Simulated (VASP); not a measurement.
Runs of VASP 6.6.1 on BeS. The structure is that of space group F-43m (No. 216), or close to it. The cells are those of the table. 

```tsv
task	level	cell	k mesh	cutoff (eV)	grid for exact exchange (PRECFOCK)	screening parameter	gap on the mesh (eV)	pressure (GPa)
relaxation of the atoms	r2SCAN	atoms relaxed from a = 3.372 Å, angles 60.0°, 2 atoms	10 × 10 × 10	520	-	-	3.45	7.1
relaxation of the atoms	r2SCAN	atoms relaxed from a = 3.396 Å, angles 60.0°, 2 atoms	10 × 10 × 10	520	-	-	3.50	4.6
relaxation of the atoms	r2SCAN	atoms relaxed from a = 3.419 Å, angles 60.0°, 2 atoms	10 × 10 × 10	520	-	-	3.55	2.4
relaxation of cell and atoms	r2SCAN	relaxed from a = 3.429 Å, angles 60.0°, 2 atoms	10 × 10 × 10	600	-	-	(b)	0.0
single point	HSE06	a = 3.442 Å, angles 60.0°, 2 atoms	8 × 8 × 8	520	Normal	0.2079 1/Å	(a)	-1.1
```

Alike in all rows: potentials or basis VASP PAW PBE potentials, release 64 (Be, S); no spin polarisation; smearing fermi-dirac 0.02 eV.

Q: Fill in the values left out.

A: (a) 4.08; (b) 3.61.

Caveats: the PAW data sets were made with another functional, which shifts forces and pressure a little; the relaxation stopped at its first step, so nothing moved (some runs).

A k mesh can miss the band edges.
